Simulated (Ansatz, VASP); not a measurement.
## NiO2 in VASP and in Ansatz

```
CELL_PARAMETERS angstrom
2.84753 0.00000 0.00000
-1.42376 2.46603 0.00000
0.00000 0.00000 3.95949
ATOMIC_POSITIONS crystal
Ni 0.00000 0.00000 0.50000
O 0.66667 0.33333 0.74240
O 0.33333 0.66667 0.25760
```

Alike in both runs: task single point; functional LDA; k mesh 12 × 12 × 6; occupations gaussian, width 0.05 eV; no spin polarisation.

|  | VASP | Ansatz |
| --- | --- | --- |
| version | VASP 6.6.1 | Ansatz 0.2.0 |
| potentials or method | VASP PAW LDA potentials, release 64 (Ni, O), cutoff 520 eV | scalar-relativistic, plane waves, PAW |
| valence electrons in the cell | 22 | 30 |

```csv
,VASP,Ansatz,Ansatz less VASP
gap on the k mesh at the Fermi level (eV),0.42,0.45,+0.037
least direct gap on the mesh (eV),0.66,0.69,+0.025
pressure (GPa),-17.6,-18.4,-0.83
"traceless stress, the component that is largest in VASP (GPa)",5.02,5.53,+0.511
rms of the force components (eV/Å),0.632,0.672,+0.0402
```

LDA's correlation is that of Perdew and Zunger in VASP and of Perdew and Wang (1992) in Ansatz. Atom by atom the forces differ by 0.040 eV/Å (rms over components). VASP's potentials hold 22 valence electrons a cell and Ansatz's 30, so a difference there can come from the potentials and not from the codes.
